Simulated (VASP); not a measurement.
## KAl3: relaxation of cell and atoms with PBE

The system is KAl3.

```
CELL_PARAMETERS angstrom
4.30701 0.00000 0.00000
0.00000 4.30701 0.00000
0.00000 0.00000 4.30701
ATOMIC_POSITIONS crystal
K 0.00000 0.00000 0.00000
Al 0.00000 0.50000 0.50000
Al 0.50000 0.00000 0.50000
Al 0.50000 0.50000 0.00000
```

```json
{
 "Program": "VASP 6.6.1",
 "Task": "relaxation of cell and atoms",
 "Functional": "PBE",
 "Potentials or basis": "VASP PAW PBE potentials, release 64 (K_sv, Al)",
 "Cutoff": "600 eV",
 "k mesh": "4 × 4 × 4",
 "Occupations": "gaussian, width 0.1 eV",
 "Spin": "no spin polarisation",
 "Dipole correction": "no",
 "Further INCAR settings": "ALGO = Normal; EDIFF = 1e-07; IBRION = 2; EDIFFG = -0.04; NSW = 90; ISIF = 3"
}
```

The relaxed volume is 23.34 Å³/atom, the relaxed cell is a = 4.536 Å, b = 4.536 Å, c = 4.536 Å, α = 90.00°, β = 90.00°, γ = 90.00° and the space group after relaxing (to 0.05 Å) is Pm-3m (No. 221). The energy gained by relaxing is 60.7 meV/atom and the ionic steps are 4. The pressure after relaxing is -0.1 GPa. The band gap on the k mesh is zero (band 9 reaches 5.16 eV, above the bottom of band 10 at 2.80 eV).

Step by step:
```csv
step,energy change (eV),largest force (eV/Å),pressure (GPa),volume (Å³)
1,0.0000,0.0000,6.60,79.90
2,-0.2284,0.0000,1.42,89.80
3,-0.2299,0.0000,-1.16,96.56
4,-0.2427,0.0000,-0.07,93.36
```

Final structure:
```xyz
4
Lattice="4.5364 0.0000 0.0000 0.0000 4.5364 0.0000 0.0000 0.0000 4.5364" Properties=species:S:1:pos:R:3 pbc="T T T"
K     0.0000    0.0000    0.0000
Al    0.0000    2.2682    2.2682
Al    2.2682    0.0000    2.2682
Al    2.2682    2.2682    0.0000
```

Levels at points of the mesh, in eV from the Fermi level:
| k point | band 6 | band 7 | band 8 | band 9 | band 10 | band 11 | band 12 | band 13 |
| --- | --- | --- | --- | --- | --- | --- | --- | --- |
| (0.00, 0.00, 0.00) | -1.79 | -1.79 | -0.79 | -0.79 | -0.79 | 2.76 | 4.25 | 4.25 |
| (0.50, 0.00, 0.00) | -5.49 | -0.47 | -0.42 | -0.42 | 0.46 | 1.71 | 1.71 | 2.17 |
| (0.50, 0.50, 0.00) | -4.28 | -4.28 | -2.34 | 1.11 | 1.11 | 1.40 | 1.85 | 3.08 |
| (0.50, 0.50, 0.50) | -3.95 | -3.95 | -3.12 | -1.26 | -1.26 | -1.26 | 3.30 | 7.48 |

Wall time 41 s on 1 thread of AMD EPYC 7R13 Processor (Zen 3), with other jobs on the host, peak memory 0.18 GiB.

Caveat: the k points lie up to 0.35 Å⁻¹ apart in the final cell; the volume moved by over 15 % at a fixed basis, so the end points are rough.
